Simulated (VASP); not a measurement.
# C in VASP: further runs, part 3 of 4

VASP 6.6.1. The steps go on from the part before.

**4. Single point, LDA (strain +0.030 along x and y, +0.030 along z)**

File INCAR:

```
SYSTEM = C
  ALGO = Normal
  EDIFF = 1E-6
  ENCUT = 520
  ISIF = 2
  ISMEAR = 0
  LASPH = .TRUE.
  LCHARG = .FALSE.
  LREAL = .FALSE.
  LWAVE = .FALSE.
  NBANDS = 26
  NELM = 80
  PREC = Accurate
  SIGMA = 0.05
```

File KPOINTS:

```
k-points
0
G
  8 8 8
  0 0 0
```

File POSCAR:

```
C
1.0
   -2.4827102475      2.4827102475      2.4827102475
    2.4827102475     -2.4827102475      2.4827102475
    2.4827102475      2.4827102475     -2.4827102475
C
8
Direct
    0.3254710859      0.0000000000      0.0000000000
    0.6745289141      0.6745289141      0.6745289141
    0.0000000000      0.3254710859      0.0000000000
    0.0000000000      0.0000000000      0.3254710859
    0.0000000000      0.6745289141      0.0000000000
    0.3254710859      0.3254710859      0.3254710859
    0.6745289141      0.0000000000      0.0000000000
    0.0000000000      0.0000000000      0.6745289141
```

Potentials or basis: VASP PAW LDA potentials, release 64 (C).

Started as:

```sh
$ cat potpaw_LDA.64/C/POTCAR > POTCAR
$ mpirun -np 1 vasp_std > vasp.out
```

OUTCAR:

```text
SYSTEM = C
   EDIFF = 1E-6
   ENCUT = 520
   ISIF = 2
   ISMEAR = 0
   LASPH = .TRUE.
   LREAL = .FALSE.
   NELM = 80
   PREC = Accurate

 ion  position               nearest neighbor table
   1  0.325  0.000  0.000-   7 1.50   6 1.62   5 1.62   8 1.62
   2  0.675  0.675  0.675-   6 1.50   5 1.62   7 1.62   8 1.62
   3  0.000  0.325  0.000-   5 1.50   6 1.62   7 1.62   8 1.62
   4  0.000  0.000  0.325-   8 1.50   6 1.62   7 1.62   5 1.62
   5  0.000  0.675  0.000-   3 1.50   2 1.62   1 1.62   4 1.62
   6  0.325  0.325  0.325-   2 1.50   1 1.62   3 1.62   4 1.62
   7  0.675  0.000  0.000-   1 1.50   2 1.62   3 1.62   4 1.62
   8  0.000  0.000  0.675-   4 1.50   2 1.62   3 1.62   1 1.62

  LATTYP: Found a body centered cubic cell.
 ALAT       =     4.9654204950

  Lattice vectors:

 A1 = (  -2.4827102475,   2.4827102475,   2.4827102475)
 A2 = (   2.4827102475,  -2.4827102475,   2.4827102475)
 A3 = (   2.4827102475,   2.4827102475,  -2.4827102475)

Analysis of symmetry for initial positions (statically):
=====================================================================
 Subroutine PRICEL returns:
 Original cell was already a primitive cell.

 Routine SETGRP: Setting up the symmetry group for a
 body centered cubic supercell.

 Subroutine GETGRP returns: Found 48 space group operations
 (whereof 48 operations were pure point group operations)
 out of a pool of 48 trial point group operations.

The static configuration has the point symmetry O_h .

Analysis of symmetry for dynamics (positions and initial velocities):
=====================================================================
 Subroutine PRICEL returns:
 Original cell was already a primitive cell.

 Routine SETGRP: Setting up the symmetry group for a
 body centered cubic supercell.

 Subroutine GETGRP returns: Found 48 space group operations
 (whereof 48 operations were pure point group operations)
 out of a pool of 48 trial point group operations.

The dynamic configuration has the point symmetry O_h .

 Subroutine INISYM returns: Found 48 space group operations
 (whereof 48 operations are pure point group operations),
 and found     1 'primitive' translations

----------------------------------------------------------------------------------------

                                     Primitive cell

  volume of cell :      61.2122

  direct lattice vectors                    reciprocal lattice vectors
    -2.482710248  2.482710248  2.482710248     0.000000000  0.201392813  0.201392813
     2.482710248 -2.482710248  2.482710248     0.201392813  0.000000000  0.201392813
     2.482710248  2.482710248 -2.482710248     0.201392813  0.201392813  0.000000000

  length of vectors
     4.300180289  4.300180289  4.300180289     0.284812447  0.284812447  0.284812447

  position of ions in fractional coordinates (direct lattice)
     0.325471086  0.000000000  0.000000000
     0.674528914  0.674528914  0.674528914
     0.000000000  0.325471086  0.000000000
     0.000000000  0.000000000  0.325471086
     0.000000000  0.674528914  0.000000000
     0.325471086  0.325471086  0.325471086
     0.674528914  0.000000000  0.000000000
     0.000000000  0.000000000  0.674528914

[... 33 lines left out ...]
 ===========================================

 Found     29 irreducible k-points:

 Following reciprocal coordinates:
            Coordinates               Weight
  0.000000  0.000000  0.000000      1.000000
  0.125000  0.000000  0.000000     12.000000
  0.250000  0.000000  0.000000     12.000000
  0.375000  0.000000  0.000000     12.000000
  0.500000  0.000000  0.000000      6.000000
  0.125000  0.125000  0.000000     24.000000
[... 16 lines left out ...]
 -0.250000  0.250000  0.250000      6.000000
 -0.375000  0.375000  0.250000     24.000000
 [... further k-points ...]
   k-points           NKPTS =     29   k-points in BZ     NKDIM =     29   number of bands    NBANDS=     26
   number of dos      NEDOS =    301   number of ions     NIONS =      8
   total plane-waves  NPLWV =  32768
   dimension x,y,z NGX =    32 NGY =   32 NGZ =   32
   dimension x,y,z NGXF=    64 NGYF=   64 NGZF=   64
   ions per type =               8
   NGX,Y,Z   is equivalent  to a cutoff of  12.37, 12.37, 12.37 a.u.
   NGXF,Y,Z  is equivalent  to a cutoff of  24.74, 24.74, 24.74 a.u.
 SYSTEM =  C
   PREC   = accura    normal or accurate (medium, high low for compatibility)
   ISTART =      0    job   : 0-new  1-cont  2-samecut
   ICHARG =      2    charge: 1-file 2-atom 10-const
   ISPIN  =      1    spin polarized calculation?
   LNONCOLLINEAR =      F non collinear calculations
   LSORBIT =      F    spin-orbit coupling
   LASPH  =      T    aspherical Exc in radial PAW
   ENCUT  =  520.0 eV  38.22 Ry    6.18 a.u.   8.00  8.00  8.00*2*pi/ulx,y,z
   NELM   =     80;   NELMIN=  2; NELMDL= -5     # of ELM steps
   EDIFF  = 0.1E-05   stopping-criterion for ELM
   LREAL  =      F    real-space projection
   EDIFFG = 0.1E-04   stopping-criterion for IOM
   NSW    =      0    number of steps for IOM
   IBRION =     -1    ionic relax: 0-MD 1-quasi-New 2-CG
   NFREE  =      0    steps in history (QN), initial steepest desc. (CG)
   ISIF   =      2    stress and relaxation
   ISYM   =      2    0-nonsym 1-usesym 2-fastsym
   POTIM  = 0.5000    time-step for ionic-motion
   TEBEG  =    0.0;   TEEND  =   0.0 temperature during run
   PSTRESS=    0.0 pullay stress
   NELECT =      32.0000    total number of electrons
   NUPDOWN=      -1.0000    fix difference up-down
   EMIN   =  10.00;   EMAX   =-10.00  energy-range for DOS
   EFERMI =   0.00;   METHOD = LEGACY
   ISMEAR =     0;   SIGMA  =   0.05  broadening in eV -4-tet -1-fermi 0-gaus
   EFERMI_NEDOS =   21; number of points for ismear=-14 and -15
   IALGO  =     38    algorithm
   IMIX   =      4    mixing-type and parameters
     AMIX     =   0.40;   BMIX     =  1.00
     AMIX_MAG =   1.60;   BMIX_MAG =  1.00
  volume/ion in A,a.u.               =       7.65        51.64
  Fermi-wavevector in a.u.,A,eV,Ry     =   1.318800  2.492170 23.663691  1.739232
  Thomas-Fermi vector in A             =   2.448743
   LORBIT       =      0    0 simple, 1 ext, 2 COOP (PROOUT), +10 PAW based schemes
   GGA     = CA    functional components
   LHFCALC =     F    Hartree Fock is set to
   AEXX    =    0.0000 exact exchange contribution
   IVDW    =     0    specifies the selected vdW correction
   LEPSILON=     F    determine dielectric tensor
   LRPA    =     F    only Hartree local field effects (RPA)
 non-spin polarized calculation
 Gauss-broadening in eV      SIGMA  =   0.05
  energy-cutoff  :      520.00
  volume of cell :       61.21
 maximum number of plane-waves:      1686
   NGX = 15   NGY = 15   NGZ = 15

 number of electron      31.9999992 magnetization

 Free energy of the ion-electron system (eV)
  ---------------------------------------------------
  ext. energy  EPLUGINS =         0.00000000
  ---------------------------------------------------
  free energy    TOTEN  =       -74.86841574 eV

  energy without entropy =      -74.86841574  energy(sigma->0) =      -74.86841574

 E-fermi :   6.0873     XC(G=0): -11.6161

 val. band max:        5.8432445208   @ k =   0.5000   0.5000   0.5000
 cond. band min:       8.6878677564   @ k =   0.1250   0.1250   0.1250
 fundamental gap:      2.8446232356
 Fermi energy:         6.0873210541

 k-point     1 :       0.0000    0.0000    0.0000
  band No.  band energies     occupation
      1     -14.0862      2.00000
      2      -6.3348      2.00000
      3      -6.3348      2.00000
      4      -6.3348      2.00000
      5      -5.5557      2.00000
      6      -5.5557      2.00000
[... 685 lines left out ...]
     25      15.4371      0.00000
     26      16.4463      0.00000

 [... further k-points ...]
[... 5 lines left out ...]
  --------------------------------------------------------------------------------------
  -------------------------------------------------------------------------------------
  Total       -9.5136326     -9.5136326     -9.5136326     -0.0000000     -0.0000000      0.0000000
  in kB     -249.0111850   -249.0111850   -249.0111850     -0.0000000     -0.0000000      0.0000000
  external PRESSURE =    -249.0111850 kB  Pullay stress =       0.0000000 kB

 VOLUME and BASIS-vectors are now :
 -----------------------------------------------------------------------------
  energy-cutoff  :      520.00
  volume of cell :       61.21
      direct lattice vectors                 reciprocal lattice vectors
    -2.482710248  2.482710248  2.482710248     0.000000000  0.201392813  0.201392813
     2.482710248 -2.482710248  2.482710248     0.201392813  0.000000000  0.201392813
     2.482710248  2.482710248 -2.482710248     0.201392813  0.201392813  0.000000000

 POSITION                                       TOTAL-FORCE (eV/Angst)
 -----------------------------------------------------------------------------------
     -0.80805      0.80805      0.80805         0.217362     -0.217362     -0.217362
      1.67466      1.67466      1.67466         0.217362      0.217362      0.217362
      0.80805     -0.80805      0.80805        -0.217362      0.217362     -0.217362
      0.80805      0.80805     -0.80805        -0.217362     -0.217362      0.217362
      1.67466     -1.67466      1.67466         0.217362     -0.217362      0.217362
      0.80805      0.80805      0.80805        -0.217362     -0.217362     -0.217362
     -1.67466      1.67466      1.67466        -0.217362      0.217362      0.217362
      1.67466      1.67466     -1.67466         0.217362      0.217362     -0.217362
 -----------------------------------------------------------------------------------
    total drift:                                0.000000      0.000000     -0.000000

  FREE ENERGIE OF THE ION-ELECTRON SYSTEM (eV)
  ---------------------------------------------------
  free  energy   TOTEN  =       -74.8684157385 eV

  energy  without entropy=      -74.8684157385  energy(sigma->0) =      -74.86841574
```

It took 37 s on 1 thread of Intel Xeon 6975P-C (Granite Rapids), shared host; peak memory 0.15 GiB.

Results:

| Quantity | Value |
| --- | --- |
| Free energy | -74.8684 eV |
| Pressure | -24.9 GPa |
| Largest force | 0.376 eV/Å |
| Band gap on the k mesh | 2.84 eV, indirect (least direct gap 3.75 eV) |

Forces on the atoms (eV/Å):
```
C    0.217 -0.217 -0.217
C    0.217  0.217  0.217
C   -0.217  0.217 -0.217
C   -0.217 -0.217  0.217
C    0.217 -0.217  0.217
C   -0.217 -0.217 -0.217
C   -0.217  0.217  0.217
C    0.217  0.217 -0.217
```

Caveat: the cell differs from its parent crystal (strain +0.030 along x and y, +0.030 along z). A k mesh can miss the band edges.

(Part 3 of 4 ends here.)
